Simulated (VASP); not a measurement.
# Se (Im-3m) in VASP: notebook

The runs below take Se through single point, with r2SCAN.

Program: VASP 6.6.1. These are calculated values, not measurements. Logs are shortened: lines on timing, memory, paths and dates and some standing lists are left out, and cuts for length are marked.

### Step 1. The cell of the first run

It takes space group Im-3m (No. 229, cubic). The conventional cell has a = 3.019 Å, b = 3.019 Å, c = 3.019 Å, α = 90.00°, β = 90.00°, γ = 90.00°. Se (site symmetry m-3m) has 14 Se at 2.61 to 3.02 Å within 3.4 Å.

This isn't the form of Se at room conditions, which is trigonal, of chains.

### Step 2. Single point, r2SCAN (13.76 Å³/atom)

POSCAR

```
Se
1.0
   -1.5094073956      1.5094073956      1.5094073956
    1.5094073956     -1.5094073956      1.5094073956
    1.5094073956      1.5094073956     -1.5094073956
Se
1
Direct
    0.0000000000      0.0000000000      0.0000000000
```

INCAR.step1

```
SYSTEM = Se
ALGO = Normal
EDIFF = 1E-4
ENCUT = 520
GGA = PE
ISMEAR = 0
LASPH = .True.
LCHARG = .False.
LREAL = .False.
LWAVE = .True.
NBANDS = 9
NELM = 80
PREC = Accurate
SIGMA = 0.05
```

INCAR.step2

```
SYSTEM = Se
ALGO = Normal
EDIFF = 1E-7
ENCUT = 520
ISIF = 2
ISMEAR = 0
ISTART = 1
LASPH = .True.
LCHARG = .True.
LELF = .True.
LMIXTAU = .True.
LREAL = .False.
LVHAR = .True.
LWAVE = .False.
METAGGA = R2SCAN
NBANDS = 9
NELM = 80
PREC = Accurate
SIGMA = 0.05
```

KPOINTS

```
k-points
0
Gamma
  20 20 20
  0 0 0
```

Potentials or basis: VASP PAW PBE potentials, release 64 (Se).

Command:

```console
$ cat potpaw_PBE.64/Se/POTCAR > POTCAR
$ cp INCAR.step1 INCAR
$ mpirun -np 1 vasp_std > vasp.out
$ cp INCAR.step2 INCAR
$ mpirun -np 1 vasp_std > vasp.out
```

OUTCAR:

```text
SYSTEM = Se
   EDIFF = 1E-7
   ENCUT = 520
   ISIF = 2
   ISMEAR = 0
   ISTART = 1
   LASPH = .True.
   LREAL = .False.
   METAGGA = R2SCAN
   NELM = 80
   PREC = Accurate

 ion  position               nearest neighbor table
   1  0.000  0.000  0.000-

  LATTYP: Found a body centered cubic cell.
 ALAT       =     3.0188147912

  Lattice vectors:

 A1 = (  -1.5094073956,   1.5094073956,   1.5094073956)
 A2 = (   1.5094073956,  -1.5094073956,   1.5094073956)
 A3 = (   1.5094073956,   1.5094073956,  -1.5094073956)

Analysis of symmetry for initial positions (statically):
=====================================================================
 Subroutine PRICEL returns:
 Original cell was already a primitive cell.

 Routine SETGRP: Setting up the symmetry group for a
 body centered cubic supercell.

 Subroutine GETGRP returns: Found 48 space group operations
 (whereof 48 operations were pure point group operations)
 out of a pool of 48 trial point group operations.

The static configuration has the point symmetry O_h .

Analysis of symmetry for dynamics (positions and initial velocities):
=====================================================================
 Subroutine PRICEL returns:
 Original cell was already a primitive cell.

 Routine SETGRP: Setting up the symmetry group for a
 body centered cubic supercell.

 Subroutine GETGRP returns: Found 48 space group operations
 (whereof 48 operations were pure point group operations)
 out of a pool of 48 trial point group operations.

The dynamic configuration has the point symmetry O_h .

 Subroutine INISYM returns: Found 48 space group operations
 (whereof 48 operations are pure point group operations),
 and found     1 'primitive' translations

----------------------------------------------------------------------------------------

                                     Primitive cell

  volume of cell :      13.7556

  direct lattice vectors                    reciprocal lattice vectors
    -1.509407396  1.509407396  1.509407396     0.000000000  0.331255830  0.331255830
     1.509407396 -1.509407396  1.509407396     0.331255830  0.000000000  0.331255830
     1.509407396  1.509407396 -1.509407396     0.331255830  0.331255830  0.000000000

  length of vectors
     2.614370298  2.614370298  2.614370298     0.468466488  0.468466488  0.468466488

  position of ions in fractional coordinates (direct lattice)
     0.000000000  0.000000000  0.000000000

  ion indices of the primitive-cell ions
[... 77 lines left out ...]
   NSW    =      0    number of steps for IOM
   IBRION =     -1    ionic relax: 0-MD 1-quasi-New 2-CG
   NFREE  =      0    steps in history (QN), initial steepest desc. (CG)
   ISIF   =      2    stress and relaxation
   ISYM   =      2    0-nonsym 1-usesym 2-fastsym
   POTIM  = 0.5000    time-step for ionic-motion
   TEBEG  =    0.0;   TEEND  =   0.0 temperature during run
   PSTRESS=    0.0 pullay stress
   NELECT =       6.0000    total number of electrons
   NUPDOWN=      -1.0000    fix difference up-down
   EMIN   =  10.00;   EMAX   =-10.00  energy-range for DOS
   EFERMI =   0.00;   METHOD = LEGACY
   ISMEAR =     0;   SIGMA  =   0.05  broadening in eV -4-tet -1-fermi 0-gaus
   EFERMI_NEDOS =   21; number of points for ismear=-14 and -15
   IALGO  =     38    algorithm
   IMIX   =      4    mixing-type and parameters
     AMIX     =   0.40;   BMIX     =  1.00
     AMIX_MAG =   1.60;   BMIX_MAG =  1.00
  volume/ion in A,a.u.               =      13.76        92.83
  Fermi-wavevector in a.u.,A,eV,Ry     =   1.241554  2.346196 20.972770  1.541455
  Thomas-Fermi vector in A             =   2.375946
   LORBIT       =      0    0 simple, 1 ext, 2 COOP (PROOUT), +10 PAW based schemes
   METAGGA = R2SCAN    functional components
   LHFCALC =     F    Hartree Fock is set to
   AEXX    =    0.0000 exact exchange contribution
   IVDW    =     0    specifies the selected vdW correction
   LEPSILON=     F    determine dielectric tensor
   LRPA    =     F    only Hartree local field effects (RPA)
 non-spin polarized calculation
 Gauss-broadening in eV      SIGMA  =   0.05
  energy-cutoff  :      520.00
  volume of cell :       13.76
 maximum number of plane-waves:       384
   NGX =  9   NGY =  9   NGZ =  9

 number of electron       5.9999998 magnetization

 Free energy of the ion-electron system (eV)
  ---------------------------------------------------
  ext. energy  EPLUGINS =         0.00000000
  ---------------------------------------------------
  free energy    TOTEN  =       -12.58513007 eV

  energy without entropy =      -12.58396564  energy(sigma->0) =      -12.58454786

 E-fermi :  11.1681     XC(G=0): -13.1611

 val. band max:       11.1552544379   @ k =   0.5000   0.5000   0.2000
 cond. band min:      11.1697193919   @ k =   0.2500   0.2500   0.0500
 fundamental gap:      0.0144649540
 Fermi energy:        11.1680867115

 k-point     1 :       0.0000    0.0000    0.0000
  band No.  band energies     occupation
      1     -10.3649      2.00000
      2      16.8574      0.00000
      3      16.8574      0.00000
      4      16.8574      0.00000
      5      24.9575      0.00000
      6      24.9575      0.00000
      7      24.9575      0.00000
      8      29.1329      0.00000
      9      29.1329      0.00000
[... 265 lines left out ...]
 k-point    24 :       0.2500    0.1000    0.0000
  band No.  band energies     occupation
      1      -7.1979      2.00000
      2       6.3896      2.00000
      3      11.2641      0.00661
      4      14.3995      0.00000
      5      21.0093      0.00000
      6      22.6429      0.00000
      7      27.2023      0.00000
      8      31.9380      0.00000
      9      33.2239      0.00000

 [... further k-points ...]

------------------------ aborting loop because EDIFF is reached ----------------------------------------

  FORCE on cell =-STRESS in cart. coord.  units (eV):
  Direction    XX          YY          ZZ          XY          YZ          ZX
  --------------------------------------------------------------------------------------
  -------------------------------------------------------------------------------------
  Total        6.0041851      6.0041851      6.0041851     -0.0000000     -0.0000000      0.0000000
  in kB      699.3349680    699.3349680    699.3349680     -0.0000000     -0.0000000      0.0000000
  external PRESSURE =     699.3349680 kB  Pullay stress =       0.0000000 kB

 VOLUME and BASIS-vectors are now :
 -----------------------------------------------------------------------------
  energy-cutoff  :      520.00
  volume of cell :       13.76
      direct lattice vectors                 reciprocal lattice vectors
    -1.509407396  1.509407396  1.509407396     0.000000000  0.331255830  0.331255830
     1.509407396 -1.509407396  1.509407396     0.331255830  0.000000000  0.331255830
     1.509407396  1.509407396 -1.509407396     0.331255830  0.331255830  0.000000000

 POSITION                                       TOTAL-FORCE (eV/Angst)
 -----------------------------------------------------------------------------------
      0.00000      0.00000      0.00000         0.000000     -0.000000      0.000000
 -----------------------------------------------------------------------------------
    total drift:                                0.000000     -0.000000     -0.000000

  FREE ENERGIE OF THE ION-ELECTRON SYSTEM (eV)
  ---------------------------------------------------
  free  energy   TOTEN  =       -12.5851300725 eV

  energy  without entropy=      -12.5839656383  energy(sigma->0) =      -12.58454786
```

OSZICAR.step1:

```text
N       E                     dE             d eps       ncg     rms          rms(c)
DAV:   1     0.994743334276E+01    0.99474E+01   -0.32643E+03  4672   0.600E+02
DAV:   2    -0.173453175641E+01   -0.11682E+02   -0.11275E+02  6483   0.819E+01
DAV:   3    -0.192085123846E+01   -0.18632E+00   -0.18520E+00  5469   0.904E+00
DAV:   4    -0.192106720222E+01   -0.21596E-03   -0.21595E-03  6002   0.313E-01
DAV:   5    -0.192106727212E+01   -0.69907E-07   -0.70065E-07  5278   0.535E-03    0.712E+00
DAV:   6    -0.191900375930E+01    0.20635E-02   -0.48342E-04  5483   0.166E-01    0.429E+00
DAV:   7    -0.191821518041E+01    0.78858E-03   -0.97344E-04  5241   0.251E-01    0.387E-02
DAV:   8    -0.191821647377E+01   -0.12934E-05   -0.10336E-05  2761   0.209E-02
   1 F= -.19182165E+01 E0= -.19176686E+01  d E =-.109566E-02
```

Wall time 57 s (1 thread of AMD EPYC 9R45 (Zen 5), shared host); peak memory 0.12 GiB.

Results:

```yaml
Free_energy: -12.5851 eV
Pressure: 69.9 GPa
Band_gap_on_the_k_mesh: zero (bands 3 and 4 overlap by 12.38 eV)
```

Levels at points of the mesh, in eV from the Fermi level:
```csv
k point,band 1,band 2,band 3,band 4,band 5,band 6,band 7
"(0.00, 0.00, 0.00)",-21.53,5.69,5.69,5.69,13.79,13.79,13.79
"(0.50, 0.00, 0.00)",-14.90,-10.97,0.14,3.57,8.07,8.13,21.38
"(0.50, 0.50, 0.50)",-9.32,-5.47,-5.47,-5.47,2.30,2.30,28.37
```

Caveat: the cell stands under pressure; the PAW data sets were made with another functional, which shifts forces and pressure a little.

### Step 3. Single point, r2SCAN (18.61 Å³/atom)

This run uses another cell than the first one, of 18.61 Å³/atom.

POSCAR

```
Se
1.0
   -1.6694219206      1.6694219206      1.6694219206
    1.6694219206     -1.6694219206      1.6694219206
    1.6694219206      1.6694219206     -1.6694219206
Se
1
Direct
    0.0000000000      0.0000000000      0.0000000000
```

INCAR.step1

```
ALGO = Normal
EDIFF = 1E-4
ENCUT = 520
GGA = PE
ISMEAR = 0
LASPH = T
LCHARG = F
LREAL = F
LWAVE = T
NBANDS = 9
NELM = 100
PREC = Accurate
SIGMA = 0.05
```

INCAR.step2

```
ALGO = Normal
EDIFF = 1E-6
ENCUT = 520
ISIF = 2
ISMEAR = 0
ISTART = 1
LASPH = T
LCHARG = T
LELF = T
LMIXTAU = T
LREAL = F
LVHAR = T
LWAVE = F
METAGGA = R2SCAN
NBANDS = 9
NELM = 100
PREC = Accurate
SIGMA = 0.05
```

KPOINTS

```
k-points
0
Gamma
  18 18 18
```

Potentials or basis: VASP PAW PBE potentials, release 64 (Se).

Command:

```console
$ cat potpaw_PBE.64/Se/POTCAR > POTCAR
$ cp INCAR.step1 INCAR
$ mpirun -np 1 vasp_std > vasp.out
$ cp INCAR.step2 INCAR
$ mpirun -np 1 vasp_std > vasp.out
```

Wall time 63 s (1 thread of AMD EPYC 9R45 (Zen 5), shared host); peak memory 0.13 GiB.

It converged, with:

| Property | Result |
| --- | --- |
| Free energy | -13.5618 eV |
| Pressure | 7.7 GPa |
| Band gap on the k mesh | zero (bands 3 and 4 overlap by 7.39 eV) |

Levels at points of the mesh, in eV from the Fermi level:
```csv
k point,band 1,band 2,band 3,band 4,band 5,band 6
"(0.00, 0.00, 0.00)",-17.70,3.53,3.53,3.53,13.08,13.08
"(0.50, 0.00, 0.00)",-13.53,-7.69,-0.04,2.52,7.70,8.67
"(0.50, 0.50, 0.50)",-10.47,-3.86,-3.86,-3.86,4.24,4.24
```

Caveat: the cell stands under pressure; the PAW data sets were made with another functional, which shifts forces and pressure a little.

### Step 4. Single point, r2SCAN (14.56 Å³/atom)

This run uses another cell than the first one, of 14.56 Å³/atom.

POSCAR

```
Se
1.0
   -1.5384415526      1.5384415526      1.5384415526
    1.5384415526     -1.5384415526      1.5384415526
    1.5384415526      1.5384415526     -1.5384415526
Se
1
Direct
    0.0000000000      0.0000000000      0.0000000000
```

INCAR.step1

```
SYSTEM = Se
  PREC = Accurate
  ENCUT = 520
  ISMEAR = 0
  SIGMA = 0.05
  LREAL = .FALSE.
  LASPH = .TRUE.
  NELM = 100
  NBANDS = 9
  GGA = PE
  ALGO = Normal
  EDIFF = 1E-4
  LWAVE = .TRUE.
  LCHARG = .FALSE.
```

INCAR.step2

```
SYSTEM = Se
  PREC = Accurate
  ENCUT = 520
  EDIFF = 1E-7
  ISMEAR = 0
  SIGMA = 0.05
  LREAL = .FALSE.
  LASPH = .TRUE.
  NELM = 100
  ALGO = Normal
  ISIF = 2
  LWAVE = .FALSE.
  LCHARG = .FALSE.
  METAGGA = R2SCAN
  LMIXTAU = .TRUE.
  NBANDS = 9
  ISTART = 1
```

KPOINTS

```
regular mesh
0
G
  20 20 20
  0 0 0
```

Command:

```console
$ cat potpaw_PBE.64/Se/POTCAR > POTCAR
$ cp INCAR.step1 INCAR
$ mpirun -np 1 vasp_std > vasp.out
$ cp INCAR.step2 INCAR
$ mpirun -np 1 vasp_std > vasp.out
```

Wall time 72 s (1 thread of AMD EPYC 9R45 (Zen 5), shared host); peak memory 0.12 GiB.

Results (log left out):

```
Free energy            : -12.8938 eV
Pressure               : 52.8 GPa
Band gap on the k mesh : zero (bands 3 and 4 overlap by 11.41 eV)
```

Levels at points of the mesh, in eV from the Fermi level:
```tsv
k point	band 1	band 2	band 3	band 4	band 5	band 6
(0.00, 0.00, 0.00)	-20.69	5.23	5.23	5.23	13.66	13.66
(0.50, 0.00, 0.00)	-14.57	-10.26	0.11	3.39	8.04	8.21
(0.50, 0.50, 0.50)	-9.57	-5.12	-5.12	-5.12	2.73	2.73
```

Caveat: the cell stands under pressure; the PAW data sets were made with another functional, which shifts forces and pressure a little.

### Step 5. Single point, r2SCAN (15.37 Å³/atom)

This run uses another cell than the first one, of 15.37 Å³/atom.

POSCAR

```
Se
1.0
   -1.5664193287      1.5664193287      1.5664193287
    1.5664193287     -1.5664193287      1.5664193287
    1.5664193287      1.5664193287     -1.5664193287
Se
1
Direct
    0.0000000000      0.0000000000      0.0000000000
```

INCAR.step1: that of step 4 with these lines changed.

```diff
@@ -7,3 +7,3 @@
   LASPH = .TRUE.
-  NELM = 100
+  NELM = 80
   NBANDS = 9
```

INCAR.step2: that of step 4 with these lines changed.

```diff
@@ -3,3 +3,3 @@
   ENCUT = 520
-  EDIFF = 1E-7
+  EDIFF = 1E-6
   ISMEAR = 0
@@ -8,3 +8,3 @@
   LASPH = .TRUE.
-  NELM = 100
+  NELM = 80
   ALGO = Normal
```

KPOINTS

```
Automatic mesh
0
G
  20 20 20
  0 0 0
```

Command:

```console
$ cat potpaw_PBE.64/Se/POTCAR > POTCAR
$ cp INCAR.step1 INCAR
$ mpirun -np 1 vasp_std > vasp.out
$ cp INCAR.step2 INCAR
$ mpirun -np 1 vasp_std > vasp.out
```

It took 58 s on 1 thread of AMD EPYC 9R45 (Zen 5), shared host; peak memory 0.12 GiB.

Results (log left out):

| Item | Value |
| --- | --- |
| Free energy | -13.1245 eV |
| Pressure | 39.1 GPa |
| Band gap on the k mesh | zero (bands 3 and 4 overlap by 10.55 eV) |

Levels at points of the mesh, in eV from the Fermi level:
```tsv
k point	band 1	band 2	band 3	band 4	band 5	band 6	band 7
(0.00, 0.00, 0.00)	-19.95	4.82	4.82	4.82	13.53	13.53	13.53
(0.50, 0.00, 0.00)	-14.30	-9.63	0.08	3.20	7.96	8.33	20.54
(0.50, 0.50, 0.50)	-9.79	-4.81	-4.81	-4.81	3.11	3.11	26.92
```

Caveat: the cell stands under pressure; the PAW data sets were made with another functional, which shifts forces and pressure a little.

### Step 6. Single point, r2SCAN (21.04 Å³/atom)

This run uses another cell than the first one, of 21.04 Å³/atom.

POSCAR

```
Se
1.0
   -1.7390601992      1.7390601992      1.7390601992
    1.7390601992     -1.7390601992      1.7390601992
    1.7390601992      1.7390601992     -1.7390601992
Se
1
Direct
    0.0000000000      0.0000000000      0.0000000000
```

INCAR.step1

```
SYSTEM = Se
PREC     = Accurate       ! precision mode
ENCUT    = 520            ! plane-wave cutoff, eV
ISMEAR   = 0              ! smearing method
SIGMA    = 0.05           ! smearing width, eV
LREAL    = .FALSE.        ! projectors in reciprocal space
LASPH    = .TRUE.         ! aspherical terms in the spheres
NELM     = 80             ! most SCF steps
NBANDS   = 9              ! bands
GGA      = PE             ! functional
ALGO     = Normal         ! electronic algorithm
EDIFF    = 1E-4           ! SCF threshold, eV
LWAVE    = .TRUE.         ! write WAVECAR
LCHARG   = .FALSE.        ! write CHGCAR
```

INCAR.step2

```
SYSTEM = Se
PREC     = Accurate       ! precision mode
ENCUT    = 520            ! plane-wave cutoff, eV
EDIFF    = 1E-6           ! SCF threshold, eV
ISMEAR   = 0              ! smearing method
SIGMA    = 0.05           ! smearing width, eV
LREAL    = .FALSE.        ! projectors in reciprocal space
LASPH    = .TRUE.         ! aspherical terms in the spheres
NELM     = 80             ! most SCF steps
ALGO     = Normal         ! electronic algorithm
ISIF     = 2              ! what is computed and relaxed
LWAVE    = .FALSE.        ! write WAVECAR
LCHARG   = .TRUE.         ! write CHGCAR
METAGGA  = R2SCAN         ! meta-GGA
LMIXTAU  = .TRUE.       
LELF     = .TRUE.         ! ELF
LVHAR    = .TRUE.       
NBANDS   = 9              ! bands
ISTART   = 1
```

KPOINTS

```
regular mesh
0
G
  18 18 18
  0 0 0
```

Potentials or basis: VASP PAW PBE potentials, release 64 (Se).

Command:

```console
$ cat potpaw_PBE.64/Se/POTCAR > POTCAR
$ cp INCAR.step1 INCAR
$ mpirun -np 1 vasp_std > vasp.out
$ cp INCAR.step2 INCAR
$ mpirun -np 1 vasp_std > vasp.out
```

It took 69 s on 1 thread of AMD EPYC 9R45 (Zen 5), shared host; peak memory 0.14 GiB.

It converged, with:

```
Free energy            : -13.5901 eV
Pressure               : -2.7 GPa
Band gap on the k mesh : zero (bands 3 and 4 overlap by 6.20 eV)
```

Levels at points of the mesh, in eV from the Fermi level:
```csv
k point,band 1,band 2,band 3,band 4,band 5,band 6,band 7
"(0.00, 0.00, 0.00)",-16.55,2.83,2.83,2.83,11.91,12.79,12.79
"(0.50, 0.00, 0.00)",-13.18,-6.64,-0.14,2.09,7.56,8.82,18.45
"(0.50, 0.50, 0.50)",-10.83,-3.37,-3.37,-3.37,4.81,4.81,23.23
```

Caveat: the PAW data sets were made with another functional, which shifts forces and pressure a little.

### Step 7. Overview

```csv
cell,k mesh,gap on the mesh (eV),pressure (GPa)
"a = 2.614 Å, angles 109.5°, 1 atom",20 × 20 × 20,none,69.9
"a = 2.892 Å, angles 109.5°, 1 atom",18 × 18 × 18,none,7.7
"a = 2.665 Å, angles 109.5°, 1 atom",20 × 20 × 20,none,52.8
"a = 2.713 Å, angles 109.5°, 1 atom",20 × 20 × 20,none,39.1
"a = 3.012 Å, angles 109.5°, 1 atom",18 × 18 × 18,none,-2.7
```

Alike in all rows: task single point; level r2SCAN; potentials or basis VASP PAW PBE potentials, release 64 (Se); no spin polarisation; cutoff (eV) 520; smearing gaussian 0.05 eV.

Caveats: the PAW data sets were made with another functional, which shifts forces and pressure a little; the cell stands under pressure (at least some runs).

Absolute energies hang on the potentials; compare differences alone.
